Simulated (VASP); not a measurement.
# HgTe (Fm-3m) in VASP: a series of runs, part 2 of 2

VASP 6.6.1. The steps go on from the part before.

## (4) Single point, PBE

Input file INCAR:

```
SYSTEM = HgTe
ALGO = Normal
EDIFF = 1E-7
ENCUT = 520
GGA = PE
ISIF = 2
ISMEAR = 0
LASPH = .TRUE.
LCHARG = .FALSE.
LREAL = .FALSE.
LWAVE = .FALSE.
NBANDS = 16
NELM = 60
PREC = Accurate
SIGMA = 0.015
```

Input file KPOINTS:

```
k-points
0
G
  7 7 7
  0 0 0
```

Input file POSCAR:

```
HgTe
1.0
    0.0000000000      3.1800000000      3.1800000000
    3.1800000000      0.0000000000      3.1800000000
    3.1800000000      3.1800000000      0.0000000000
Hg Te
1 1
Direct
    0.0000000000      0.0000000000      0.0000000000
    0.5000000000      0.5000000000      0.5000000000
```

Potentials or basis: VASP PAW PBE potentials, release 64 (Hg, Te).

On the command line:

```console
$ cat potpaw_PBE.64/Hg/POTCAR potpaw_PBE.64/Te/POTCAR > POTCAR
$ mpirun -np 1 vasp_std > vasp.out
```

OUTCAR:

```text
SYSTEM = HgTe
   EDIFF = 1E-7
   ENCUT = 520
   GGA = PE
   ISIF = 2
   ISMEAR = 0
   LASPH = .TRUE.
   LREAL = .FALSE.
   NELM = 60
   PREC = Accurate

 ion  position               nearest neighbor table
   1  0.000  0.000  0.000-   2 3.18   2 3.18   2 3.18   2 3.18   2 3.18   2 3.18
   2  0.500  0.500  0.500-   1 3.18   1 3.18   1 3.18   1 3.18   1 3.18   1 3.18

  LATTYP: Found a face centered cubic cell.
 ALAT       =     6.3600000000

  Lattice vectors:

 A1 = (   0.0000000000,   3.1800000000,   3.1800000000)
 A2 = (   3.1800000000,   0.0000000000,   3.1800000000)
 A3 = (   3.1800000000,   3.1800000000,   0.0000000000)

Analysis of symmetry for initial positions (statically):
=====================================================================
 Subroutine PRICEL returns:
 Original cell was already a primitive cell.

 Routine SETGRP: Setting up the symmetry group for a
 face centered cubic supercell.

 Subroutine GETGRP returns: Found 48 space group operations
 (whereof 48 operations were pure point group operations)
 out of a pool of 48 trial point group operations.

The static configuration has the point symmetry O_h .

Analysis of symmetry for dynamics (positions and initial velocities):
=====================================================================
 Subroutine PRICEL returns:
 Original cell was already a primitive cell.

 Routine SETGRP: Setting up the symmetry group for a
 face centered cubic supercell.

 Subroutine GETGRP returns: Found 48 space group operations
 (whereof 48 operations were pure point group operations)
 out of a pool of 48 trial point group operations.

The dynamic configuration has the point symmetry O_h .

 Subroutine INISYM returns: Found 48 space group operations
 (whereof 48 operations are pure point group operations),
 and found     1 'primitive' translations

----------------------------------------------------------------------------------------

                                     Primitive cell

  volume of cell :      64.3149

  direct lattice vectors                    reciprocal lattice vectors
     0.000000000  3.180000000  3.180000000    -0.157232704  0.157232704  0.157232704
     3.180000000  0.000000000  3.180000000     0.157232704 -0.157232704  0.157232704
     3.180000000  3.180000000  0.000000000     0.157232704  0.157232704 -0.157232704

  length of vectors
     4.497199128  4.497199128  4.497199128     0.272335033  0.272335033  0.272335033

  position of ions in fractional coordinates (direct lattice)
     0.000000000  0.000000000  0.000000000
     0.500000000  0.500000000  0.500000000

  ion indices of the primitive-cell ions
   primitive index   ion index
                 1           1
                 2           2

----------------------------------------------------------------------------------------

 KPOINTS: k-points

Automatic generation of k-mesh.
 Grid dimensions read from file:
 generate k-points for:    7    7    7

 Generating k-lattice:

  Cartesian coordinates                     Fractional coordinates (reciprocal lattice)
    -0.022461815  0.022461815  0.022461815     0.142857143  0.000000000  0.000000000
     0.022461815 -0.022461815  0.022461815     0.000000000  0.142857143  0.000000000
     0.022461815  0.022461815 -0.022461815     0.000000000  0.000000000  0.142857143

  Length of vectors
     0.038905005  0.038905005  0.038905005

  Shift w.r.t. Gamma in fractional coordinates (k-lattice)
     0.000000000  0.000000000  0.000000000

 Subroutine IBZKPT returns following result:
 ===========================================

 Found     20 irreducible k-points:

 Following reciprocal coordinates:
            Coordinates               Weight
  0.000000  0.000000  0.000000      1.000000
  0.142857  0.000000  0.000000      8.000000
  0.285714  0.000000  0.000000      8.000000
  0.428571  0.000000  0.000000      8.000000
  0.142857  0.142857  0.000000      6.000000
  0.285714  0.142857  0.000000     24.000000
[... 12 lines left out ...]
 -0.428571  0.428571  0.142857     24.000000
 -0.285714  0.428571  0.142857     24.000000
   k-points           NKPTS =     20   k-points in BZ     NKDIM =     20   number of bands    NBANDS=     16
   number of dos      NEDOS =    301   number of ions     NIONS =      2
   total plane-waves  NPLWV =  46656
   dimension x,y,z NGX =    36 NGY =   36 NGZ =   36
   dimension x,y,z NGXF=    72 NGYF=   72 NGZF=   72
   ions per type =               1   1
   NGX,Y,Z   is equivalent  to a cutoff of  13.31, 13.31, 13.31 a.u.
   NGXF,Y,Z  is equivalent  to a cutoff of  26.62, 26.62, 26.62 a.u.
 SYSTEM =  HgTe
   PREC   = accura    normal or accurate (medium, high low for compatibility)
   ISTART =      0    job   : 0-new  1-cont  2-samecut
   ICHARG =      2    charge: 1-file 2-atom 10-const
   ISPIN  =      1    spin polarized calculation?
   LNONCOLLINEAR =      F non collinear calculations
   LSORBIT =      F    spin-orbit coupling
   LASPH  =      T    aspherical Exc in radial PAW
   ENCUT  =  520.0 eV  38.22 Ry    6.18 a.u.   8.36  8.36  8.36*2*pi/ulx,y,z
   NELM   =     60;   NELMIN=  2; NELMDL= -5     # of ELM steps
   EDIFF  = 0.1E-06   stopping-criterion for ELM
   LREAL  =      F    real-space projection
   EDIFFG = 0.1E-05   stopping-criterion for IOM
   NSW    =      0    number of steps for IOM
   IBRION =     -1    ionic relax: 0-MD 1-quasi-New 2-CG
   NFREE  =      0    steps in history (QN), initial steepest desc. (CG)
   ISIF   =      2    stress and relaxation
   ISYM   =      2    0-nonsym 1-usesym 2-fastsym
   POTIM  = 0.5000    time-step for ionic-motion
   TEBEG  =    0.0;   TEEND  =   0.0 temperature during run
   PSTRESS=    0.0 pullay stress
   NELECT =      18.0000    total number of electrons
   NUPDOWN=      -1.0000    fix difference up-down
   EMIN   =  10.00;   EMAX   =-10.00  energy-range for DOS
   EFERMI =   0.00;   METHOD = LEGACY
   ISMEAR =     0;   SIGMA  =   0.01  broadening in eV -4-tet -1-fermi 0-gaus
   EFERMI_NEDOS =   21; number of points for ismear=-14 and -15
   IALGO  =     38    algorithm
   IMIX   =      4    mixing-type and parameters
     AMIX     =   0.40;   BMIX     =  1.00
     AMIX_MAG =   1.60;   BMIX_MAG =  1.00
  volume/ion in A,a.u.               =      32.16       217.01
  Fermi-wavevector in a.u.,A,eV,Ry     =   1.070850  2.023613 15.602062  1.146719
  Thomas-Fermi vector in A             =   2.206572
   LORBIT       =      0    0 simple, 1 ext, 2 COOP (PROOUT), +10 PAW based schemes
   GGA     = PE    functional components
   LHFCALC =     F    Hartree Fock is set to
   AEXX    =    0.0000 exact exchange contribution
   IVDW    =     0    specifies the selected vdW correction
   LEPSILON=     F    determine dielectric tensor
   LRPA    =     F    only Hartree local field effects (RPA)
 non-spin polarized calculation
 Gauss-broadening in eV      SIGMA  =   0.01
  energy-cutoff  :      520.00
  volume of cell :       64.31
 maximum number of plane-waves:      1759
 NGX is ok and might be reduce to    36
   NGX = 17   NGY = 17   NGZ = 17

 number of electron      17.9999998 magnetization

 Free energy of the ion-electron system (eV)
  ---------------------------------------------------
  ext. energy  EPLUGINS =         0.00000000
  ---------------------------------------------------
  free energy    TOTEN  =        -3.27910825 eV

  energy without entropy =       -3.27887241  energy(sigma->0) =       -3.27899033

 E-fermi :   3.0986     XC(G=0):  -9.2807

 val. band max:        3.0914608831   @ k =  -0.1429   0.1429   0.0000
 cond. band min:       3.1996784067   @ k =   0.4286   0.0000   0.0000
 fundamental gap:      0.1082175236
 Fermi energy:         3.0986149273

 k-point     1 :       0.0000    0.0000    0.0000
  band No.  band energies     occupation
      1      -8.1722      2.00000
      2      -3.1990      2.00000
      3      -3.1990      2.00000
      4      -3.1491      2.00000
      5      -3.1491      2.00000
      6      -3.1491      2.00000
[... 8 lines left out ...]
     15      10.6498      0.00000
     16      10.6498      0.00000
[... 343 lines left out ...]
 k-point    20 :      -0.2857    0.4286    0.1429
  band No.  band energies     occupation
      1      -7.2931      2.00000
      2      -3.3358      2.00000
      3      -3.1833      2.00000
      4      -3.1198      2.00000
      5      -2.9919      2.00000
      6      -2.7817      2.00000
[... 8 lines left out ...]
     15      13.1182      0.00000
     16      15.2424      0.00000

------------------------ aborting loop because EDIFF is reached ----------------------------------------

  FORCE on cell =-STRESS in cart. coord.  units (eV):
  Direction    XX          YY          ZZ          XY          YZ          ZX
  --------------------------------------------------------------------------------------
  -------------------------------------------------------------------------------------
  Total       -1.4831523     -1.4831523     -1.4831523      0.0000000      0.0000000     -0.0000000
  in kB      -36.9474936    -36.9474936    -36.9474936      0.0000000      0.0000000     -0.0000000
  external PRESSURE =     -36.9474936 kB  Pullay stress =       0.0000000 kB

 VOLUME and BASIS-vectors are now :
 -----------------------------------------------------------------------------
  energy-cutoff  :      520.00
  volume of cell :       64.31
      direct lattice vectors                 reciprocal lattice vectors
     0.000000000  3.180000000  3.180000000    -0.157232704  0.157232704  0.157232704
     3.180000000  0.000000000  3.180000000     0.157232704 -0.157232704  0.157232704
     3.180000000  3.180000000  0.000000000     0.157232704  0.157232704 -0.157232704

 POSITION                                       TOTAL-FORCE (eV/Angst)
 -----------------------------------------------------------------------------------
      0.00000      0.00000      0.00000        -0.000000      0.000000     -0.000000
      3.18000      3.18000      3.18000         0.000000     -0.000000      0.000000
 -----------------------------------------------------------------------------------
    total drift:                               -0.000000      0.000000      0.000000

  FREE ENERGIE OF THE ION-ELECTRON SYSTEM (eV)
  ---------------------------------------------------
  free  energy   TOTEN  =        -3.2791082496 eV

  energy  without entropy=       -3.2788724108  energy(sigma->0) =       -3.27899033
```

OSZICAR:

```text
N       E                     dE             d eps       ncg     rms          rms(c)
DAV:   1     0.101444294912E+03    0.10144E+03   -0.79847E+03   640   0.980E+02
DAV:   2    -0.424724919076E-01   -0.10149E+03   -0.94050E+02   736   0.220E+02
DAV:   3    -0.343457065441E+01   -0.33921E+01   -0.33836E+01   800   0.425E+01
DAV:   4    -0.346056770956E+01   -0.25997E-01   -0.25996E-01   912   0.337E+00
DAV:   5    -0.346075615795E+01   -0.18845E-03   -0.18845E-03   824   0.217E-01    0.518E+00
DAV:   6    -0.328334931924E+01    0.17741E+00   -0.37079E-01   752   0.699E+00    0.428E+00
DAV:   7    -0.327943975052E+01    0.39096E-02   -0.51388E-02   736   0.152E+00    0.181E+00
DAV:   8    -0.327905410038E+01    0.38565E-03   -0.43896E-03   760   0.702E-01    0.339E-01
DAV:   9    -0.327907912731E+01   -0.25027E-04   -0.46515E-04   800   0.189E-01    0.415E-02
DAV:  10    -0.327910096905E+01   -0.21842E-04   -0.46119E-05   816   0.559E-02    0.291E-02
DAV:  11    -0.327910831128E+01   -0.73422E-05   -0.10263E-05   736   0.213E-02    0.110E-02
DAV:  12    -0.327910824961E+01    0.61676E-07   -0.95740E-07   736   0.694E-03
   1 F= -.32791082E+01 E0= -.32789903E+01  d E =-.235839E-03
```

stdout:

```text
POSCAR found type information on POSCAR HgTe
 POSCAR found :  2 types and       2 ions
 scaLAPACK will be used
 LDA part: xc-table for (Slater+PW92), standard interpolation
 POSCAR, INCAR and KPOINTS ok, starting setup
 FFT: planning ... GRIDC
 FFT: planning ... GRID_SOFT
 FFT: planning ... GRID
 WAVECAR not read
 entering main loop
```

Wall time 11 s (1 thread of AMD EPYC 9R45 (Zen 5), shared host); peak memory 0.18 GiB.

Results:

- Free energy: -3.2791 eV
- Pressure: -3.7 GPa
- Band gap on the k mesh: zero (band 9 reaches 3.25 eV, above the bottom of band 10 at 1.34 eV)

Levels at points of the mesh, in eV from the Fermi level:
| k point | band 7 | band 8 | band 9 | band 10 | band 11 | band 12 |
| --- | --- | --- | --- | --- | --- | --- |
| (0.00, 0.00, 0.00) | -1.40 | -0.55 | -0.55 | -0.55 | 7.45 | 7.45 |

Caveat: spin-orbit coupling is left out, which moves the levels of the heavy elements.

## (5) Single point, PBE

Input file INCAR:

```
ALGO = Normal ; EDIFF = 1E-7
ENCUT = 520 ; GGA = PE
ISIF = 2 ; ISMEAR = 0
LASPH = T ; LCHARG = F
LREAL = F ; LWAVE = F
NBANDS = 16 ; NELM = 60
PREC = Accurate ; SIGMA = 0.016
```

Input file KPOINTS:

```
k-points
0
Gamma
  7 7 7
```

POSCAR is that of step 4.

Potentials or basis: VASP PAW PBE potentials, release 64 (Hg, Te).

On the command line:

```console
$ cat potpaw_PBE.64/Hg/POTCAR potpaw_PBE.64/Te/POTCAR > POTCAR
$ mpirun -np 1 vasp_std > vasp.out
```

OUTCAR:

```text
EDIFF = 1E-7
   ENCUT = 520
   GGA = PE
   ISIF = 2
   ISMEAR = 0
   LASPH = T
   LREAL = F
   NELM = 60
   PREC = Accurate

 ion  position               nearest neighbor table
   1  0.000  0.000  0.000-   2 3.18   2 3.18   2 3.18   2 3.18   2 3.18   2 3.18
   2  0.500  0.500  0.500-   1 3.18   1 3.18   1 3.18   1 3.18   1 3.18   1 3.18

  LATTYP: Found a face centered cubic cell.
 ALAT       =     6.3600000000

  Lattice vectors:

[... 560 lines left out ...]

------------------------ aborting loop because EDIFF is reached ----------------------------------------

  FORCE on cell =-STRESS in cart. coord.  units (eV):
  Direction    XX          YY          ZZ          XY          YZ          ZX
  --------------------------------------------------------------------------------------
  -------------------------------------------------------------------------------------
  Total       -1.4831560     -1.4831560     -1.4831560      0.0000000      0.0000000      0.0000000
  in kB      -36.9475845    -36.9475845    -36.9475845      0.0000000      0.0000000      0.0000000
  external PRESSURE =     -36.9475845 kB  Pullay stress =       0.0000000 kB

 VOLUME and BASIS-vectors are now :
 -----------------------------------------------------------------------------
  energy-cutoff  :      520.00
  volume of cell :       64.31
      direct lattice vectors                 reciprocal lattice vectors
     0.000000000  3.180000000  3.180000000    -0.157232704  0.157232704  0.157232704
     3.180000000  0.000000000  3.180000000     0.157232704 -0.157232704  0.157232704
     3.180000000  3.180000000  0.000000000     0.157232704  0.157232704 -0.157232704

 POSITION                                       TOTAL-FORCE (eV/Angst)
 -----------------------------------------------------------------------------------
      0.00000      0.00000      0.00000         0.000000      0.000000      0.000000
      3.18000      3.18000      3.18000        -0.000000     -0.000000     -0.000000
 -----------------------------------------------------------------------------------
    total drift:                               -0.000000      0.000000      0.000000

  FREE ENERGIE OF THE ION-ELECTRON SYSTEM (eV)
  ---------------------------------------------------
  free  energy   TOTEN  =        -3.2791239723 eV

  energy  without entropy=       -3.2788724109  energy(sigma->0) =       -3.27899819
```

OSZICAR:

```text
N       E                     dE             d eps       ncg     rms          rms(c)
DAV:   1     0.101444281753E+03    0.10144E+03   -0.79847E+03   640   0.980E+02
DAV:   2    -0.424882145953E-01   -0.10149E+03   -0.94050E+02   736   0.220E+02
DAV:   3    -0.343459005673E+01   -0.33921E+01   -0.33836E+01   800   0.425E+01
DAV:   4    -0.346058708274E+01   -0.25997E-01   -0.25996E-01   912   0.337E+00
DAV:   5    -0.346077553127E+01   -0.18845E-03   -0.18845E-03   824   0.217E-01    0.518E+00
DAV:   6    -0.328334741373E+01    0.17743E+00   -0.37096E-01   752   0.700E+00    0.428E+00
DAV:   7    -0.327945580858E+01    0.38916E-02   -0.51346E-02   736   0.152E+00    0.181E+00
DAV:   8    -0.327906948346E+01    0.38633E-03   -0.43773E-03   760   0.701E-01    0.339E-01
DAV:   9    -0.327909479196E+01   -0.25308E-04   -0.46370E-04   800   0.188E-01    0.415E-02
DAV:  10    -0.327911669037E+01   -0.21898E-04   -0.45979E-05   816   0.558E-02    0.290E-02
DAV:  11    -0.327912403410E+01   -0.73437E-05   -0.10253E-05   736   0.214E-02    0.110E-02
DAV:  12    -0.327912397229E+01    0.61817E-07   -0.95426E-07   736   0.693E-03
   1 F= -.32791240E+01 E0= -.32789982E+01  d E =-.251561E-03
```

stdout:

```text
POSCAR found type information on POSCAR HgTe
 POSCAR found :  2 types and       2 ions
 scaLAPACK will be used
 LDA part: xc-table for (Slater+PW92), standard interpolation
 POSCAR, INCAR and KPOINTS ok, starting setup
 FFT: planning ... GRIDC
 FFT: planning ... GRID_SOFT
 FFT: planning ... GRID
 WAVECAR not read
 entering main loop
```

Run time: 12 s. Hardware: 1 thread of AMD EPYC 9R45 (Zen 5), shared host; peak memory 0.18 GiB.

Results:

* Free energy: -3.2791 eV
* Pressure: -3.7 GPa
* Band gap on the k mesh: zero (band 9 reaches 3.25 eV, above the bottom of band 10 at 1.34 eV)

Caveat: spin-orbit coupling is left out, which moves the levels of the heavy elements.

## (6) Overview

```csv
smearing,gap on the mesh (eV),pressure (GPa)
gaussian 0.013 eV,none,-3.7
gaussian 0.014 eV,none,-3.7
gaussian 0.015 eV,none,-3.7
gaussian 0.016 eV,none,-3.7
```

Alike in all rows: task single point; level PBE; potentials or basis VASP PAW PBE potentials, release 64 (Hg, Te); no spin polarisation; cell as given; k mesh 7 × 7 × 7; cutoff (eV) 520.

Every run on the cell as given and a fine mesh finds a metal.

Caveats: spin-orbit coupling is left out, which moves the levels of the heavy elements.

Total energies depend on the potentials used, so only differences within one code and one set of settings carry meaning.
